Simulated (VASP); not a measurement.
Write the native input for VASP 6.6.1 that does the following.

* Task: single point
* Functional: PBE
* Potentials or basis: VASP PAW PBE potentials, release 64 (Zn, S)
* Cutoff: 520 eV
* k mesh: 8 × 8 × 8
* Occupations: fermi-dirac, width 0.02 eV
* Spin: no spin polarisation
* Dipole correction: no
* Further INCAR settings: ALGO = Normal; EDIFF = 1e-06; NBANDS = 16

The structure of ZnS lies in POSCAR:

```
ZnS
1.0
    0.0898028611      2.7838886945      2.7838886945
    2.7838886945      0.0898028611      2.7838886945
    2.7838886945      2.7838886945      0.0898028611
Zn S
1 1
Direct
    0.0020988294      0.0020988294      0.0020988294
    0.2479011706      0.2479011706      0.2479011706
```

This cell differs from its parent crystal: strain along [111] +5.0%.

One way to write it, as run:

INCAR

```
  PREC = Accurate
  ENCUT = 520
  EDIFF = 1E-6
  ISMEAR = -1
  SIGMA = 0.02
  LREAL = F
  LASPH = T
  NELM = 60
  ALGO = Normal
  ISIF = 2
  LWAVE = F
  LCHARG = T
  GGA = PE
  LELF = T
  LVHAR = T
  NBANDS = 16
```

KPOINTS

```
Automatic mesh
0
Gamma
  8 8 8
```

Potentials or basis: VASP PAW PBE potentials, release 64 (Zn, S).

Launch:

```sh
$ cat potpaw_PBE.64/Zn/POTCAR potpaw_PBE.64/S/POTCAR > POTCAR
$ mpirun -np 1 vasp_std > vasp.out
```

Results of the run:

| Item | Value |
| --- | --- |
| Pressure | -1.0 GPa |
| Largest force | 0.023 eV/Å |
| Band gap on the k mesh | 1.81 eV, direct |

Caveat: the cell differs from its parent crystal (strain along [111] +5.0%).

It took 21 s on 1 thread of Intel(R) Xeon(R) 6975P-C (Granite Rapids), with other jobs on the host, peak memory 0.19 GiB.
